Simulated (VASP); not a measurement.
Runs of VASP 6.6.1 on Be. The structure is that of space group P6_3/mmc (No. 194), or close to it. The cells are those of the table. 

```tsv
task	cell	cutoff (eV)	gap on the mesh (eV)	pressure (GPa)
single point	a = 2.190, b = 2.190, c = 3.465 Å, angles 90.0, 90.0, 120.0°, 2 atoms	520	none	13.7
single point	a = 2.309, b = 2.309, c = 3.630 Å, angles 90.0, 90.0, 120.0°, 2 atoms	520	none	-6.4
single point	a = 2.215, b = 2.215, c = 3.500 Å, angles 90.0, 90.0, 120.0°, 2 atoms	520	none	(a)
relaxation of shape and atoms at fixed volume	relaxed from a = 2.240, b = 2.240, c = 3.531 Å, angles 90.0, 90.0, 120.0°, 2 atoms	600	none	4.1
relaxation of shape and atoms at fixed volume	relaxed from a = 2.331, b = 2.331, c = 3.664 Å, angles 90.0, 90.0, 120.0°, 2 atoms	600	none	-9.0
```

Alike in all rows: level PBE; potentials or basis VASP PAW PBE potentials, release 64 (Be); no spin polarisation; k mesh 21 × 21 × 12; smearing gaussian 0.1 eV.

Q: Fill in the values left out.

A: (a) 8.6.

Caveats: the cell stands under pressure (at least some runs); the cell stands under tension (at least some runs).

A gap of «none» marks levels without a gap at the run's occupations.
